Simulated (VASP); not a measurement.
**MgO: single point with r2SCAN+rVV10**

MgO:

```
Mg O
1.0
     0.00000    2.05455    2.05455
     2.05455    0.00000    2.05455
     2.05455    2.05455    0.00000
Mg O
1 1
Direct
  0.00000 0.00000 0.00000
  0.50000 0.50000 0.50000
```

| Quantity | Value |
| --- | --- |
| Program | VASP 6.6.1 |
| Task | single point |
| Functional | r2SCAN |
| Dispersion | rVV10 |
| Potentials or basis | VASP PAW PBE potentials, release 64 (Mg, O) |
| Cutoff | 660 eV |
| k mesh | 10 × 10 × 10 |
| Occupations | gaussian, width 0.02 eV |
| Spin | no spin polarisation |

| Property | Result |
| --- | --- |
| Pressure | 10.6 GPa |
| Band gap on the k mesh | 6.35 eV |

Levels at points of the mesh, in eV from the valence-band top:
| k point | band 2 | band 3 | band 4 | band 5 | band 6 | band 7 |
| --- | --- | --- | --- | --- | --- | --- |
| (0.00, 0.00, 0.00) | 0.00 | 0.00 | 0.00 | 6.35 | 17.23 | 17.23 |
| (0.50, 0.00, 0.00) | -4.97 | -0.76 | -0.76 | 9.26 | 14.67 | 18.19 |
| (0.50, 0.50, 0.00) | -4.43 | -1.49 | -1.49 | 10.08 | 11.89 | 15.11 |

Run time: 43 s on 1 thread of Intel(R) Xeon(R) Platinum 8559C (Emerald Rapids), on a shared host, peak memory 0.22 GiB.

Caveat: the cell stands under pressure; the PAW data sets were made with another functional, which shifts forces and pressure a little. r2SCAN opens gaps a little over a GGA but as a rule still falls short of measured ones.
